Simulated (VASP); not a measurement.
# SiC (P6_3mc) in VASP: further runs

SiC is run at these levels: r2SCAN; tasks: single point.

Program: VASP 6.6.1. These are calculated values, not measurements. Logs are shortened: lines on timing, memory, paths and dates and some standing lists are left out, and cuts for length are marked.

## 1. The cell of the first run

It takes space group P6_3mc (No. 186, hexagonal). Conventional cell: a = 3.013 Å, b = 3.013 Å, c = 4.945 Å, α = 90.00°, β = 90.00°, γ = 120.00°. Si (site symmetry 3m) has 4 C at 1.83 to 1.90 Å within 2.4 Å. C (site symmetry 3m) has 4 Si at 1.83 to 1.90 Å within 2.4 Å.

## 2. Single point, r2SCAN

POSCAR reads:

```
SiC
1.0
    3.0132068704      0.0000000000      0.0000000000
   -1.5066034352      2.6095096391      0.0000000000
    0.0000000000      0.0000000000      4.9449506768
Si C
2 2
Direct
    0.3333333333      0.6666666667      0.0000000000
    0.6666666667      0.3333333333      0.5000000000
    0.3333333333      0.6666666667      0.3850000000
    0.6666666667      0.3333333333      0.8850000000
```

INCAR.step1 reads:

```
SYSTEM = SiC
PREC     = Accurate       ! precision mode
ENCUT    = 520            ! plane-wave cutoff, eV
ISMEAR   = 0              ! smearing method
SIGMA    = 0.01           ! smearing width, eV
LREAL    = .False.        ! projectors in reciprocal space
LASPH    = .True.         ! aspherical terms in the spheres
NELM     = 100            ! most SCF steps
NBANDS   = 16             ! bands
GGA      = PE             ! functional
ALGO     = Normal         ! electronic algorithm
EDIFF    = 1E-4           ! SCF threshold, eV
LWAVE    = .True.         ! write WAVECAR
LCHARG   = .False.        ! write CHGCAR
```

INCAR.step2 reads:

```
SYSTEM = SiC
PREC     = Accurate       ! precision mode
ENCUT    = 520            ! plane-wave cutoff, eV
EDIFF    = 1E-6           ! SCF threshold, eV
ISMEAR   = 0              ! smearing method
SIGMA    = 0.01           ! smearing width, eV
LREAL    = .False.        ! projectors in reciprocal space
LASPH    = .True.         ! aspherical terms in the spheres
NELM     = 100            ! most SCF steps
ALGO     = Normal         ! electronic algorithm
ISIF     = 2              ! what is computed and relaxed
LWAVE    = .False.        ! write WAVECAR
LCHARG   = .True.         ! write CHGCAR
METAGGA  = R2SCAN         ! meta-GGA
LMIXTAU  = .True.       
LELF     = .True.         ! ELF
LVHAR    = .True.       
NBANDS   = 16             ! bands
ISTART   = 1
```

KPOINTS reads:

```
regular mesh
0
Gamma
  12 12 4
  0 0 0
```

Potentials or basis: VASP PAW PBE potentials, release 64 (Si, C).

Run with:

```bash
$ cat potpaw_PBE.64/Si/POTCAR potpaw_PBE.64/C/POTCAR > POTCAR
$ cp INCAR.step1 INCAR
$ mpirun -np 1 vasp_std > vasp.out
$ cp INCAR.step2 INCAR
$ mpirun -np 1 vasp_std > vasp.out
```

OUTCAR:

```text
SYSTEM = SiC
   PREC = Accurate
   ENCUT = 520
   EDIFF = 1E-6
   ISMEAR = 0
   LREAL = .False.
   LASPH = .True.
   NELM = 100
   ISIF = 2
   METAGGA = R2SCAN
   ISTART = 1

 ion  position               nearest neighbor table
   1  0.333  0.667  0.000-   4 1.83   4 1.83   4 1.83   3 1.90   2 3.02   2 3.02   2 3.02   2 3.02
                             2 3.02   2 3.02
   2  0.667  0.333  0.500-   3 1.83   3 1.83   3 1.83   4 1.90   1 3.02   1 3.02   1 3.02   1 3.02
                             1 3.02   1 3.02
   3  0.333  0.667  0.385-   2 1.83   2 1.83   2 1.83   1 1.90
   4  0.667  0.333  0.885-   1 1.83   1 1.83   1 1.83   2 1.90

  LATTYP: Found a hexagonal cell.
 ALAT       =     3.0132068704
 C/A-ratio  =     1.6410923277

  Lattice vectors:

 A1 = (   3.0132068704,   0.0000000000,   0.0000000000)
 A2 = (  -1.5066034352,   2.6095096391,   0.0000000000)
 A3 = (   0.0000000000,   0.0000000000,   4.9449506768)

Analysis of symmetry for initial positions (statically):
=====================================================================
 Subroutine PRICEL returns:
 Original cell was already a primitive cell.

 Routine SETGRP: Setting up the symmetry group for a
 hexagonal supercell.

 Subroutine GETGRP returns: Found 12 space group operations
 (whereof  6 operations were pure point group operations)
 out of a pool of 24 trial point group operations.

The static configuration has the point symmetry C_3v.
 The point group associated with its full space group is C_6v.

Analysis of symmetry for dynamics (positions and initial velocities):
=====================================================================
 Subroutine PRICEL returns:
 Original cell was already a primitive cell.

 Routine SETGRP: Setting up the symmetry group for a
 hexagonal supercell.

 Subroutine GETGRP returns: Found 12 space group operations
 (whereof  6 operations were pure point group operations)
 out of a pool of 24 trial point group operations.

The dynamic configuration has the point symmetry C_3v.
 The point group associated with its full space group is C_6v.

 Subroutine INISYM returns: Found 12 space group operations
 (whereof  6 operations are pure point group operations),
 and found     1 'primitive' translations

----------------------------------------------------------------------------------------

                                     Primitive cell

  volume of cell :      38.8821

  direct lattice vectors                    reciprocal lattice vectors
     3.013206870  0.000000000  0.000000000     0.331872335  0.191606880  0.000000000
    -1.506603435  2.609509639  0.000000000     0.000000000  0.383213760  0.000000000
     0.000000000  0.000000000  4.944950677     0.000000000  0.000000000  0.202226486

  length of vectors
     3.013206870  3.013203356  4.944950677     0.383213313  0.383213760  0.202226486

  position of ions in fractional coordinates (direct lattice)
     0.333333333  0.666666667  0.000000000
     0.666666667  0.333333333  0.500000000
     0.333333333  0.666666667  0.385000000
     0.666666667  0.333333333  0.885000000

  ion indices of the primitive-cell ions
   primitive index   ion index
                 1           1
                 2           2
                 3           3
                 4           4

----------------------------------------------------------------------------------------

 KPOINTS: regular mesh

Automatic generation of k-mesh.
 Grid dimensions read from file:
 generate k-points for:   12   12    4

 Generating k-lattice:

  Cartesian coordinates                     Fractional coordinates (reciprocal lattice)
     0.027656028  0.015967240  0.000000000     0.083333333 -0.000000000  0.000000000
     0.000000000  0.031934480  0.000000000     0.000000000  0.083333333  0.000000000
     0.000000000  0.000000000  0.050556622     0.000000000  0.000000000  0.250000000

  Length of vectors
     0.031934443  0.031934480  0.050556622

  Shift w.r.t. Gamma in fractional coordinates (k-lattice)
     0.000000000  0.000000000  0.000000000

 Subroutine IBZKPT returns following result:
 ===========================================

 Found     57 irreducible k-points:

 Following reciprocal coordinates:
            Coordinates               Weight
  0.000000  0.000000  0.000000      1.000000
  0.083333 -0.000000  0.000000      6.000000
  0.166667 -0.000000  0.000000      6.000000
  0.250000 -0.000000  0.000000      6.000000
  0.333333 -0.000000  0.000000      6.000000
  0.416667  0.000000  0.000000      6.000000
[... 16 lines left out ...]
  0.250000 -0.000000  0.250000     12.000000
  0.333333 -0.000000  0.250000     12.000000
 [... further k-points ...]
   k-points           NKPTS =     57   k-points in BZ     NKDIM =     57   number of bands    NBANDS=     16
   number of dos      NEDOS =    301   number of ions     NIONS =      4
   total plane-waves  NPLWV =  23040
   dimension x,y,z NGX =    24 NGY =   24 NGZ =   40
   dimension x,y,z NGXF=    48 NGYF=   48 NGZF=   80
   ions per type =               2   2
   NGX,Y,Z   is equivalent  to a cutoff of  13.24, 13.24, 13.45 a.u.
   NGXF,Y,Z  is equivalent  to a cutoff of  26.48, 26.48, 26.90 a.u.
 SYSTEM =  SiC
   PREC   = accura    normal or accurate (medium, high low for compatibility)
   ISTART =      1    job   : 0-new  1-cont  2-samecut
   ICHARG =      0    charge: 1-file 2-atom 10-const
   ISPIN  =      1    spin polarized calculation?
   LNONCOLLINEAR =      F non collinear calculations
   LSORBIT =      F    spin-orbit coupling
   LASPH  =      T    aspherical Exc in radial PAW
   ENCUT  =  520.0 eV  38.22 Ry    6.18 a.u.   5.60  5.60  9.19*2*pi/ulx,y,z
   NELM   =    100;   NELMIN=  2; NELMDL=  0     # of ELM steps
   EDIFF  = 0.1E-05   stopping-criterion for ELM
   LREAL  =      F    real-space projection
   EDIFFG = 0.1E-04   stopping-criterion for IOM
   NSW    =      0    number of steps for IOM
   IBRION =     -1    ionic relax: 0-MD 1-quasi-New 2-CG
   NFREE  =      0    steps in history (QN), initial steepest desc. (CG)
   ISIF   =      2    stress and relaxation
   ISYM   =      2    0-nonsym 1-usesym 2-fastsym
   POTIM  = 0.5000    time-step for ionic-motion
   TEBEG  =    0.0;   TEEND  =   0.0 temperature during run
   PSTRESS=    0.0 pullay stress
   NELECT =      16.0000    total number of electrons
   NUPDOWN=      -1.0000    fix difference up-down
   EMIN   =  10.00;   EMAX   =-10.00  energy-range for DOS
   EFERMI =   0.00;   METHOD = LEGACY
   ISMEAR =     0;   SIGMA  =   0.01  broadening in eV -4-tet -1-fermi 0-gaus
   EFERMI_NEDOS =   21; number of points for ismear=-14 and -15
   IALGO  =     38    algorithm
   IMIX   =      4    mixing-type and parameters
     AMIX     =   0.40;   BMIX     =  1.00
     AMIX_MAG =   1.60;   BMIX_MAG =  1.00
  volume/ion in A,a.u.               =       9.72        65.60
  Fermi-wavevector in a.u.,A,eV,Ry     =   1.217675  2.301073 20.173814  1.482734
  Thomas-Fermi vector in A             =   2.352988
   LORBIT       =      0    0 simple, 1 ext, 2 COOP (PROOUT), +10 PAW based schemes
   METAGGA = R2SCAN    functional components
   LHFCALC =     F    Hartree Fock is set to
   AEXX    =    0.0000 exact exchange contribution
   IVDW    =     0    specifies the selected vdW correction
   LEPSILON=     F    determine dielectric tensor
   LRPA    =     F    only Hartree local field effects (RPA)
 non-spin polarized calculation
 Gauss-broadening in eV      SIGMA  =   0.01
  energy-cutoff  :      520.00
  volume of cell :       38.88
 maximum number of plane-waves:      1087
 NGX is ok and might be reduce to    24
   NGX = 11   NGY = 11   NGZ = 19

 number of electron      15.9999999 magnetization

 Free energy of the ion-electron system (eV)
  ---------------------------------------------------
  ext. energy  EPLUGINS =         0.00000000
  ---------------------------------------------------
  free energy    TOTEN  =       -38.48398420 eV

  energy without entropy =      -38.48398420  energy(sigma->0) =      -38.48398420

 E-fermi :   9.0914     XC(G=0): -12.2057

 val. band max:        9.0162389829   @ k =   0.0000   0.0000   0.0000
 cond. band min:      11.6202053826   @ k =   0.3333   0.3333   0.0000
 fundamental gap:      2.6039663997
 Fermi energy:         9.0914068095

 k-point     1 :       0.0000    0.0000    0.0000
  band No.  band energies     occupation
      1      -8.0125      2.00000
      2      -4.2038      2.00000
      3      -0.3538      2.00000
      4       7.3414      2.00000
      5       7.3414      2.00000
      6       8.7223      2.00000
[... 8 lines left out ...]
     15      18.7931      0.00000
     16      21.2780      0.00000

 k-point     2 :       0.0833   -0.0000    0.0000
  band No.  band energies     occupation
      1      -7.8813      2.00000
      2      -4.0926      2.00000
      3      -0.2295      2.00000
      4       6.6376      2.00000
      5       7.1137      2.00000
      6       8.2585      2.00000
[... 8 lines left out ...]
     15      19.1354      0.00000
     16      20.2222      0.00000

 k-point     3 :       0.1667   -0.0000    0.0000
  band No.  band energies     occupation
      1      -7.4912      2.00000
      2      -3.7695      2.00000
      3       0.1352      2.00000
      4       5.0644      2.00000
      5       6.5984      2.00000
      6       7.0936      2.00000
[... 8 lines left out ...]
     15      19.3972      0.00000
     16      19.7758      0.00000

 k-point     4 :       0.2500   -0.0000    0.0000
  band No.  band energies     occupation
      1      -6.8548      2.00000
      2      -3.2758      2.00000
      3       0.6997      2.00000
      4       3.3081      2.00000
      5       5.6212      2.00000
      6       6.0384      2.00000
[... 8 lines left out ...]
     15      20.0913      0.00000
     16      20.6614      0.00000
[... 324 lines left out ...]
 k-point    22 :       0.1667   -0.0000    0.2500
  band No.  band energies     occupation
      1      -7.1649      2.00000
      2      -4.7916      2.00000
      3       1.6372      2.00000
      4       5.3538      2.00000
      5       6.3573      2.00000
      6       6.8137      2.00000
[... 8 lines left out ...]
     15      19.4589      0.00000
     16      20.7358      0.00000

 k-point    23 :       0.2500   -0.0000    0.2500
  band No.  band energies     occupation
      1      -6.5341      2.00000
      2      -4.2299      2.00000
      3       1.8989      2.00000
      4       3.8330      2.00000
      5       4.8687      2.00000
      6       6.2713      2.00000
[... 8 lines left out ...]
     15      20.6646      0.00000
     16      21.2988      0.00000

 k-point    24 :       0.3333   -0.0000    0.2500
  band No.  band energies     occupation
      1      -5.6928      2.00000
      2      -3.5394      2.00000
      3       1.2245      2.00000
      4       3.1865      2.00000
      5       3.6132      2.00000
      6       5.8182      2.00000
[... 8 lines left out ...]
     15      22.0501      0.00000
     16      22.0711      0.00000

 [... further k-points ...]
[... 5 lines left out ...]
  --------------------------------------------------------------------------------------
  -------------------------------------------------------------------------------------
  Total        4.4067872      4.4067734      2.7153339      0.0000000      0.0000000      0.0000000
  in kB      181.5861993    181.5856346    111.8881279      0.0000000      0.0000000      0.0000000
  external PRESSURE =     158.3533206 kB  Pullay stress =       0.0000000 kB

 VOLUME and BASIS-vectors are now :
 -----------------------------------------------------------------------------
  energy-cutoff  :      520.00
  volume of cell :       38.88
      direct lattice vectors                 reciprocal lattice vectors
     3.013206870  0.000000000  0.000000000     0.331872335  0.191606880  0.000000000
    -1.506603435  2.609509639  0.000000000     0.000000000  0.383213760  0.000000000
     0.000000000  0.000000000  4.944950677     0.000000000  0.000000000  0.202226486

 POSITION                                       TOTAL-FORCE (eV/Angst)
 -----------------------------------------------------------------------------------
     -0.00000      1.73967      0.00000        -0.000000     -0.000000      0.872219
      1.50660      0.86984      2.47248         0.000000      0.000000      0.872219
     -0.00000      1.73967      1.90381        -0.000000     -0.000000     -0.872219
      1.50660      0.86984      4.37628         0.000000      0.000000     -0.872219
 -----------------------------------------------------------------------------------
    total drift:                               -0.000000      0.000000      0.000229

  FREE ENERGIE OF THE ION-ELECTRON SYSTEM (eV)
  ---------------------------------------------------
  free  energy   TOTEN  =       -38.4839841967 eV

  energy  without entropy=      -38.4839841967  energy(sigma->0) =      -38.48398420
```

Wall time 2.6 min (1 thread of Intel Xeon 8259CL, shared host); peak memory 0.18 GiB.

What came out:

```yaml
Free_energy: -38.4840 eV
Pressure: 15.8 GPa
Largest_force: 0.872 eV/Å
Band_gap_on_the_k_mesh: 2.60 eV (least direct gap 4.74 eV)
```

Forces on the atoms (eV/Å):
```
Si   0.000  0.000  0.872
Si   0.000  0.000  0.872
C    0.000  0.000 -0.872
C    0.000  0.000 -0.872
```

Levels at points of the mesh, in eV from the valence-band top:
| k point | band 4 | band 5 | band 6 | band 7 | band 8 | band 9 | band 10 | band 11 | band 12 | band 13 |
| --- | --- | --- | --- | --- | --- | --- | --- | --- | --- | --- |
| (0.00, 0.00, 0.00) | -1.67 | -1.67 | -0.29 | -0.29 | 0.00 | 5.77 | 7.25 | 7.42 | 7.42 | 8.75 |
| (0.50, 0.00, 0.00) | -6.97 | -5.85 | -3.84 | -3.52 | -1.58 | 3.17 | 4.72 | 7.83 | 7.97 | 11.04 |
| (0.00, 0.00, 0.50) | -4.77 | -1.04 | -1.04 | -1.04 | -1.04 | 6.89 | 6.89 | 8.07 | 8.07 | 8.07 |
| (0.50, 0.00, 0.50) | -9.03 | -2.90 | -2.90 | -2.52 | -2.52 | 3.74 | 3.74 | 5.82 | 5.82 | 11.57 |

Caveat: the cell stands under pressure; the PAW data sets were made with another functional, which shifts forces and pressure a little.

[end of part 1 of 2]
